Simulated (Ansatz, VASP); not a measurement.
## Si2W: VASP beside Ansatz

The input INCAR:

```
SYSTEM = Si2W
PREC = Accurate
ENCUT = 520
EDIFF = 1E-7
ISMEAR = 0
SIGMA = 0.05
LREAL = .False.
LASPH = .True.
NELM = 150
ALGO = Normal
ISIF = 2
LWAVE = .False.
LCHARG = .False.
MAGMOM = 0 0 0 0 0 0 0 0 0
LORBIT = 11
LSORBIT = .True.
GGA_COMPAT = .False.
LORBMOM = .True.
LMAXMIX = 4
GGA = PE
NBANDS = 35
```

KPOINTS

```
regular mesh
0
Gamma
  8 8 8
  0 0 0
```

POSCAR

```
Si2W
1.0
   -1.6094845723      1.6094845723      3.9229620029
    1.6094845723     -1.6094845723      3.9229620029
    1.6094845723      1.6094845723     -3.9229620029
Si W
2 1
Direct
    0.3344725105      0.3344725105      0.0000000000
    0.6655274895      0.6655274895      0.0000000000
    0.0000000000      0.0000000000      0.0000000000
```

Input for Ansatz:

```yaml
crystal:
  lattice:
    - [-1.6094845723, 1.6094845723, 3.9229620029]
    - [1.6094845723, -1.6094845723, 3.9229620029]
    - [1.6094845723, 1.6094845723, -3.9229620029]
  atoms:
    - { symbol: Si, position: [0.3344725105, 0.3344725105, 0.0] }
    - { symbol: Si, position: [0.6655274895, 0.6655274895, 0.0] }
    - { symbol: W, position: [0.0, 0.0, 0.0] }
basis:
  ecutwfc: 420
  ecutrho_ratio: 4
kpoints:
  mp_grid: { grid: [8, 8, 8] }
hamiltonian:
  xc: pbe
scf:
  occupations: { method: gaussian, width: 0.05 }
output:
  forces: true
  stress: true
  eigenvalues: true
  populations: true
  topological_invariants: true
magnetization:
  noncollinear: true
  spin_orbit: true
```

Alike in both runs: task single point; functional PBE; k mesh 8 × 8 × 8; occupations gaussian, width 0.05 eV; non-collinear spin, spin-orbit coupling.

|  | VASP | Ansatz |
| --- | --- | --- |
| version | VASP 6.6.1 | Ansatz 0.2.0 |
| potentials or method | VASP PAW PBE potentials, release 64 (Si, W_sv), cutoff 520 eV | plane waves, PAW |
| valence electrons in the cell | 22 | 22 |

|  | VASP | Ansatz | Ansatz less VASP |
| --- | --- | --- | --- |
| pressure (GPa) | 2.4 | 1.9 | -0.45 |
| traceless stress, the component that is largest in VASP (GPa) | -0.27 | -0.29 | -0.022 |
| rms of the force components (eV/Å) | 0.008 | 0.009 | +0.0011 |
| net moment per atom (μB) | 0.00 | 0.00 | 0.000 |

Atom by atom the forces differ by 0.001 eV/Å (rms over components).
